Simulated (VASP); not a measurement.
# Si8O15 (a cell with a defect) in VASP: relaxation of the atoms with LDA

Aim: the relaxation of the atoms of Si8O15 (a cell with a defect) with LDA.

All numbers are computed with VASP 6.6.1; they aren't measurements. Logs are shortened: lines on timing, memory, paths and dates and some standing lists are left out, and cuts for length are marked.

## Step 1: The cell of the first run

The cell holds a defect, 23 atoms: a = 7.880 Å, b = 7.802 Å, c = 7.242 Å, α = 63.95°, β = 62.03°, γ = 57.89°.

## Step 2: Relaxation of the atoms, LDA

The input, INCAR:

```
SYSTEM = Si8O15
PREC     = Accurate       ! precision mode
ENCUT    = 520            ! plane-wave cutoff, eV
EDIFF    = 1E-7           ! SCF threshold, eV
ISMEAR   = 0              ! smearing method
SIGMA    = 0.02           ! smearing width, eV
LREAL    = .False.        ! projectors in reciprocal space
LASPH    = .True.         ! aspherical terms in the spheres
NELM     = 120            ! most SCF steps
ALGO     = Normal         ! electronic algorithm
ISIF     = 2              ! what is computed and relaxed
LWAVE    = .False.        ! write WAVECAR
LCHARG   = .False.        ! write CHGCAR
IBRION   = 2              ! ionic algorithm
NSW      = 80             ! ionic steps
EDIFFG   = -0.03          ! ionic threshold
GGA_COMPAT= .False.      
NELMIN   = 4            
KPAR     = 2            
NCORE    = 2
```

The input, KPOINTS:

```
Automatic mesh
0
Gamma
  2 2 2
  0 0 0
```

The input, POSCAR:

```
Si8O15
1.0
   -0.2578880000      5.2562670000      5.8652090000
    5.1448570000     -0.0755360000      5.8652090000
    4.9010550000      5.3318030000      0.0000000000
Si O
8 15
Direct
    0.0610999900      0.0388300200      0.1753399900
    0.2431150400      0.6000050200      0.2510949600
    0.1814950500      0.9188050300      0.5588949400
    0.3407700100      0.1987600200      0.1518799700
    0.5611000000      0.5388300700      0.6753399400
    0.7431149600      0.1000051000      0.7510949600
    0.6814950500      0.4188050300      0.0588949400
    0.8407700200      0.6987600800      0.6518799200
    0.3234250200      0.6790250500      0.6599649500
    0.2469900300      0.4393800100      0.1604899600
    0.5614699700      0.4305801000      0.9221499500
    0.1980200100      0.1780700100      0.0631299800
    0.3236199800      0.0528300500      0.3991199800
    0.9818549500      0.0274751200      0.7463649500
    0.6750849900      0.3335050800      0.5861149500
    0.5834599300      0.1137501100      0.9957599600
    0.8234250200      0.1790250500      0.1599649500
    0.7469900500      0.9393800700      0.6604899100
    0.6980200300      0.6780700600      0.5631299300
    0.8236199900      0.5528301000      0.8991199300
    0.4818550400      0.5274750300      0.2463649500
    0.1750850800      0.8335049900      0.0861149500
    0.0614700600      0.9305800100      0.4221499500
```

Potentials or basis: VASP PAW LDA potentials, release 64 (Si, O).

The run is started by

```sh
$ cat potpaw_LDA.64/Si/POTCAR potpaw_LDA.64/O/POTCAR > POTCAR
$ mpirun -np 4 vasp_std > vasp.out
```

OUTCAR:

```text
SYSTEM = Si8O15
   PREC = Accurate
   ENCUT = 520
   EDIFF = 1E-7
   ISMEAR = 0
   LREAL = .False.
   LASPH = .True.
   NELM = 120
   ISIF = 2
   IBRION = 2
   NSW = 80
   EDIFFG = -0.03
   NELMIN = 4

 ion  position               nearest neighbor table
   1  0.061  0.039  0.175-  23 1.61  22 1.62  17 1.62  12 1.63   2 2.82   3 2.96   4 2.97   7 3.03

   2  0.243  0.600  0.251-  10 1.63  22 1.64  21 1.64   7 2.81   1 2.82   4 3.13   8 3.13
   3  0.181  0.919  0.559-  23 1.61  14 1.62   9 1.62  13 1.63   6 2.81   1 2.96   4 2.97   5 3.03

   4  0.341  0.199  0.152-  16 1.63  10 1.63  12 1.63  13 1.63   3 2.97   1 2.97   2 3.13   6 3.13

   5  0.561  0.539  0.675-  11 1.61  15 1.62   9 1.62  19 1.63   6 2.82   7 2.96   8 2.97   3 3.03

   6  0.743  0.100  0.751-  18 1.63  16 1.63  15 1.64  14 1.64   3 2.81   5 2.82   8 3.13   4 3.13

   7  0.681  0.419  0.059-  11 1.61  21 1.62  17 1.62  20 1.63   2 2.81   5 2.96   8 2.97   1 3.03

   8  0.841  0.699  0.652-  18 1.63  19 1.63  20 1.63   7 2.97   5 2.97   6 3.13   2 3.13
   9  0.323  0.679  0.660-   5 1.62   3 1.62
  10  0.247  0.439  0.160-   4 1.63   2 1.63
  11  0.561  0.431  0.922-   5 1.61   7 1.61
  12  0.198  0.178  0.063-   1 1.63   4 1.63
  13  0.324  0.053  0.399-   3 1.63   4 1.63
  14  0.982  0.027  0.746-   3 1.62   6 1.64
  15  0.675  0.334  0.586-   5 1.62   6 1.64
  16  0.583  0.114  0.996-   4 1.63   6 1.63
  17  0.823  0.179  0.160-   1 1.62   7 1.62
  18  0.747  0.939  0.660-   8 1.63   6 1.63
  19  0.698  0.678  0.563-   5 1.63   8 1.63
  20  0.824  0.553  0.899-   7 1.63   8 1.63
  21  0.482  0.527  0.246-   7 1.62   2 1.64
  22  0.175  0.834  0.086-   1 1.62   2 1.64
  23  0.061  0.931  0.422-   1 1.61   3 1.61

  Warning from LATTYP: Got some problem with cell dimensions!
  Tried to take original basis but could not verify dimensions!
  LATTYP: Found a triclinic cell.
 ALAT       =     7.9811923351
 B/A-ratio  =     1.4698805298
 C/A-ratio  =     0.9073996502
 COS(alpha) =     0.0102933026
 COS(beta)  =     0.4781241688
 COS(gamma) =     0.7435053402

  Lattice vectors:

 A1 = (   0.2438020000,  -5.4073390000,   5.8652090000)
 A2 = (  -0.0140860000,  -0.1510720000,  11.7304180000)
 A3 = (  -4.9010550000,  -5.3318030000,   0.0000000000)

Analysis of symmetry for initial positions (statically):
=====================================================================
 Subroutine PRICEL returns:
 Original cell was already a primitive cell.

 Routine SETGRP: Setting up the symmetry group for a
 triclinic supercell.

 Subroutine GETGRP returns: Found  1 space group operations
 (whereof  1 operations were pure point group operations)
 out of a pool of  2 trial point group operations.

The static configuration has the point symmetry C_1 .

Analysis of symmetry for dynamics (positions and initial velocities):
=====================================================================
 Subroutine PRICEL returns:
 Original cell was already a primitive cell.

 Routine SETGRP: Setting up the symmetry group for a
 triclinic supercell.

 Subroutine GETGRP returns: Found  1 space group operations
 (whereof  1 operations were pure point group operations)
 out of a pool of  2 trial point group operations.

The dynamic configuration has the point symmetry C_1 .

 Subroutine INISYM returns: Found  1 space group operations
 (whereof  1 operations are pure point group operations),
 and found     1 'primitive' translations

----------------------------------------------------------------------------------------

                                     Primitive cell

  volume of cell :     322.2219

  direct lattice vectors                    reciprocal lattice vectors
    -0.257888000  5.256267000  5.865209000    -0.097051573  0.089210929  0.086280830
     5.144857000 -0.075536000  5.865209000     0.097051573 -0.089210929  0.084216078
     4.901055000  5.331803000  0.000000000     0.097051573  0.098342887 -0.083865390

  length of vectors
     7.880071422  7.802303240  7.242131133     0.157549927  0.156428723  0.161628385

  position of ions in fractional coordinates (direct lattice)
     0.061099990  0.038830020  0.175339990
     0.243115040  0.600005020  0.251094960
     0.181495050  0.918805030  0.558894940
     0.340770010  0.198760020  0.151879970
     0.561100000  0.538830070  0.675339940
     0.743114960  0.100005100  0.751094960
[... 15 lines left out ...]
     0.175085080  0.833504990  0.086114950
     0.061470060  0.930580010  0.422149950

  ion indices of the primitive-cell ions
   primitive index   ion index
                 1           1
                 2           2
                 3           3
                 4           4
                 5           5
                 6           6
[... 15 lines left out ...]
                22          22
                23          23

----------------------------------------------------------------------------------------

 KPOINTS: Automatic mesh

Automatic generation of k-mesh.
 Grid dimensions read from file:
 generate k-points for:    2    2    2

 Generating k-lattice:

  Cartesian coordinates                     Fractional coordinates (reciprocal lattice)
    -0.048525787  0.044605464  0.043140415     0.500000000  0.000000000  0.000000000
     0.048525787 -0.044605464  0.042108039     0.000000000  0.500000000  0.000000000
     0.048525787  0.049171444 -0.041932695     0.000000000  0.000000000  0.500000000

  Length of vectors
     0.078774963  0.078214362  0.080814193

  Shift w.r.t. Gamma in fractional coordinates (k-lattice)
     0.000000000  0.000000000  0.000000000

 Subroutine IBZKPT returns following result:
 ===========================================

 Found      8 irreducible k-points:

 Following reciprocal coordinates:
            Coordinates               Weight
  0.000000  0.000000  0.000000      1.000000
  0.500000  0.000000 -0.000000      1.000000
 -0.000000  0.500000 -0.000000      1.000000
  0.500000  0.500000  0.000000      1.000000
  0.000000  0.000000  0.500000      1.000000
  0.500000 -0.000000  0.500000      1.000000
 -0.000000  0.500000  0.500000      1.000000
  0.500000  0.500000  0.500000      1.000000
   k-points           NKPTS =      8   k-points in BZ     NKDIM =      8   number of bands    NBANDS=     73
   number of dos      NEDOS =    301   number of ions     NIONS =     23
   total plane-waves  NPLWV = 194400
   dimension x,y,z NGX =    60 NGY =   60 NGZ =   54
   dimension x,y,z NGXF=   120 NGYF=  120 NGZF=  108
   ions per type =               8  15
   NGX,Y,Z   is equivalent  to a cutoff of  12.66, 12.78, 12.40 a.u.
   NGXF,Y,Z  is equivalent  to a cutoff of  25.32, 25.57, 24.79 a.u.
 SYSTEM =  Si8O15
   PREC   = accura    normal or accurate (medium, high low for compatibility)
   ISTART =      0    job   : 0-new  1-cont  2-samecut
   ICHARG =      2    charge: 1-file 2-atom 10-const
   ISPIN  =      1    spin polarized calculation?
   LNONCOLLINEAR =      F non collinear calculations
   LSORBIT =      F    spin-orbit coupling
   LASPH  =      T    aspherical Exc in radial PAW
   ENCUT  =  520.0 eV  38.22 Ry    6.18 a.u.  14.65 14.51 13.47*2*pi/ulx,y,z
   NELM   =    120;   NELMIN=  4; NELMDL= -5     # of ELM steps
   EDIFF  = 0.1E-06   stopping-criterion for ELM
   LREAL  =      F    real-space projection
   EDIFFG = -.3E-01   stopping-criterion for IOM
   NSW    =     80    number of steps for IOM
   IBRION =      2    ionic relax: 0-MD 1-quasi-New 2-CG
   NFREE  =      1    steps in history (QN), initial steepest desc. (CG)
   ISIF   =      2    stress and relaxation
   ISYM   =      2    0-nonsym 1-usesym 2-fastsym
   POTIM  = 0.5000    time-step for ionic-motion
   TEBEG  =    0.0;   TEEND  =   0.0 temperature during run
   PSTRESS=    0.0 pullay stress
   NELECT =     122.0000    total number of electrons
   NUPDOWN=      -1.0000    fix difference up-down
   EMIN   =  10.00;   EMAX   =-10.00  energy-range for DOS
   EFERMI =   0.00;   METHOD = LEGACY
   ISMEAR =     0;   SIGMA  =   0.02  broadening in eV -4-tet -1-fermi 0-gaus
   EFERMI_NEDOS =   21; number of points for ismear=-14 and -15
   IALGO  =     38    algorithm
   IMIX   =      4    mixing-type and parameters
     AMIX     =   0.40;   BMIX     =  1.00
     AMIX_MAG =   1.60;   BMIX_MAG =  1.00
  volume/ion in A,a.u.               =      14.01        94.54
  Fermi-wavevector in a.u.,A,eV,Ry     =   1.184340  2.238078 19.084368  1.402662
  Thomas-Fermi vector in A             =   2.320556
   LORBIT       =      0    0 simple, 1 ext, 2 COOP (PROOUT), +10 PAW based schemes
   GGA     = CA    functional components
   LHFCALC =     F    Hartree Fock is set to
   AEXX    =    0.0000 exact exchange contribution
   IVDW    =     0    specifies the selected vdW correction
   LEPSILON=     F    determine dielectric tensor
   LRPA    =     F    only Hartree local field effects (RPA)
 conjugate gradient relaxation of ions
 non-spin polarized calculation
 Gauss-broadening in eV      SIGMA  =   0.02
  energy-cutoff  :      520.00
  volume of cell :      322.22
 maximum number of plane-waves:      8688
 NGX is ok and might be reduce to    60
   NGX = 29   NGY = 29   NGZ = 27

--------------------------------------- Ionic step        1  -------------------------------------------

 number of electron     122.0000001 magnetization

 Free energy of the ion-electron system (eV)
  ---------------------------------------------------
  ext. energy  EPLUGINS =         0.00000000
  ---------------------------------------------------
  free energy    TOTEN  =      -191.73588889 eV

  energy without entropy =     -191.73588889  energy(sigma->0) =     -191.73588889

------------------------ aborting loop because EDIFF is reached ----------------------------------------

  FORCE on cell =-STRESS in cart. coord.  units (eV):
  Direction    XX          YY          ZZ          XY          YZ          ZX
  --------------------------------------------------------------------------------------
  -------------------------------------------------------------------------------------
  Total       -2.9340898      0.9912109      4.1090428      3.0729236      0.3531185      1.3415468
  in kB      -14.5891160      4.9285780     20.4313111     15.2794367      1.7558039      6.6705464
  external PRESSURE =       3.5902577 kB  Pullay stress =       0.0000000 kB
[... 152 lines left out ...]
  FREE ENERGIE OF THE ION-ELECTRON SYSTEM (eV)
  ---------------------------------------------------
  free  energy   TOTEN  =      -192.4373503767 eV

  energy  without entropy=     -192.4373503767  energy(sigma->0) =     -192.43735038

[... ionic steps 4 to 49 ...]

--------------------------------------- Ionic step       50  -------------------------------------------

 number of electron     122.0000002 magnetization

------------------------ aborting loop because EDIFF is reached ----------------------------------------
[... 109 lines left out ...]
--------------------------------------- Ionic step       52  -------------------------------------------

 number of electron     122.0000002 magnetization

 Free energy of the ion-electron system (eV)
  ---------------------------------------------------
  ext. energy  EPLUGINS =         0.00000000
  ---------------------------------------------------
  free energy    TOTEN  =      -193.22909242 eV

  energy without entropy =     -193.22909242  energy(sigma->0) =     -193.22909242

 E-fermi :   1.3056     XC(G=0):  -9.1751

 val. band max:        1.1645889151   @ k =   0.5000   0.5000   0.0000
 cond. band min:       5.3534384355   @ k =   0.0000   0.0000   0.5000
 fundamental gap:      4.1888495203
 Fermi energy:         1.3055772031

 k-point     1 :       0.0000    0.0000    0.0000
  band No.  band energies     occupation
      1     -19.0950      2.00000
      2     -18.3845      2.00000
      3     -18.1093      2.00000
      4     -17.7681      2.00000
      5     -17.6811      2.00000
      6     -17.3925      2.00000
[... 647 lines left out ...]
  FREE ENERGIE OF THE ION-ELECTRON SYSTEM (eV)
  ---------------------------------------------------
  free  energy   TOTEN  =      -193.2290924181 eV

  energy  without entropy=     -193.2290924181  energy(sigma->0) =     -193.22909242

 reached required accuracy - stopping structural energy minimisation
```

Run time: 29 min. Hardware: 4 MPI ranks of AMD EPYC 7R13 (Zen 3), shared host; peak memory 0.25 GiB.

What came out:

```
Free energy                  : -193.2291 eV
Energy gained by relaxing    : 64.9 meV/atom
Ionic steps                  : 52
Pressure after relaxing      : -3.1 GPa
Largest force after relaxing : 0.024 eV/Å
Band gap on the k mesh       : 4.19 eV
```

Forces on the atoms (eV/Å):
```
Si  -0.002 -0.001  0.007
Si  -0.015 -0.014 -0.012
Si  -0.001 -0.003  0.008
Si  -0.004  0.013  0.010
Si   0.011 -0.011  0.004
Si   0.014 -0.004 -0.015
Si   0.009 -0.001  0.008
Si   0.005 -0.017  0.007
O    0.007 -0.004 -0.002
O    0.007  0.005  0.015
O   -0.014 -0.007  0.012
O    0.010 -0.001 -0.006
O   -0.005 -0.005 -0.006
O   -0.010 -0.009  0.010
O    0.011 -0.012 -0.010
O   -0.016  0.005  0.004
O   -0.008  0.007 -0.004
O   -0.015 -0.004 -0.005
O   -0.003  0.017 -0.010
O    0.008  0.006 -0.009
O    0.001  0.015 -0.004
O    0.003  0.007  0.000
O    0.007  0.019 -0.004
```

Step by step:
| step | energy change (eV) | largest force (eV/Å) | pressure (GPa) |
| --- | --- | --- | --- |
| 1 | 0.0000 | 2.7510 | 0.36 |
| 3 | -0.7015 | 2.0891 | -0.96 |
| 5 | -1.0172 | 1.4168 | -1.95 |
| 7 | -1.1866 | 0.8012 | -2.54 |
| 9 | -1.2716 | 0.6114 | -3.09 |
| 11 | -1.3280 | 0.5821 | -3.25 |
| 13 | -1.3660 | 0.5256 | -2.95 |
| 15 | -1.4000 | 0.4389 | -2.44 |
| 17 | -1.4239 | 0.3782 | -2.30 |
| 19 | -1.4443 | 0.3588 | -2.59 |
| 21 | -1.4540 | 0.2441 | -2.89 |
| 23 | -1.4614 | 0.2495 | -3.15 |
| 25 | -1.4684 | 0.1817 | -3.28 |
| 27 | -1.4743 | 0.1977 | -3.15 |
| 29 | -1.4779 | 0.1456 | -3.00 |
| 31 | -1.4813 | 0.1468 | -2.90 |
| 33 | -1.4845 | 0.1430 | -2.95 |
| 35 | -1.4871 | 0.1121 | -3.07 |
| 37 | -1.4886 | 0.0841 | -3.12 |
| 39 | -1.4900 | 0.0832 | -3.12 |
| 41 | -1.4908 | 0.0635 | -3.09 |
| 43 | -1.4915 | 0.0773 | -3.07 |
| 45 | -1.4920 | 0.0628 | -3.07 |
| 47 | -1.4925 | 0.0466 | -3.09 |
| 49 | -1.4928 | 0.0391 | -3.11 |
| 51 | -1.4930 | 0.0371 | -3.13 |
| 52 | -1.4932 | 0.0238 | -3.13 |

Final structure:
```
CELL_PARAMETERS angstrom
-0.25789 5.25627 5.86521
5.14486 -0.07554 5.86521
4.90106 5.33180 0.00000
ATOMIC_POSITIONS crystal
Si 0.05569 0.04909 0.17313
Si 0.21044 0.60856 0.27643
Si 0.18761 0.92415 0.56523
Si 0.33502 0.20129 0.15805
Si 0.58142 0.53044 0.65990
Si 0.73437 0.08177 0.75753
Si 0.67729 0.44295 0.05829
Si 0.87387 0.68227 0.62322
O 0.34482 0.68940 0.65053
O 0.22851 0.43680 0.18681
O 0.57947 0.44404 0.90657
O 0.19304 0.18611 0.06245
O 0.32178 0.06381 0.40872
O 0.97263 0.01361 0.75519
O 0.66234 0.31799 0.59544
O 0.57184 0.09215 0.00143
O 0.81669 0.20836 0.17328
O 0.74210 0.91999 0.66564
O 0.73731 0.65044 0.53280
O 0.84506 0.54712 0.88126
O 0.46029 0.55027 0.24259
O 0.13232 0.84080 0.10258
O 0.09345 0.92687 0.40780
```

Caveat: the k points lie up to 0.51 Å⁻¹ apart.
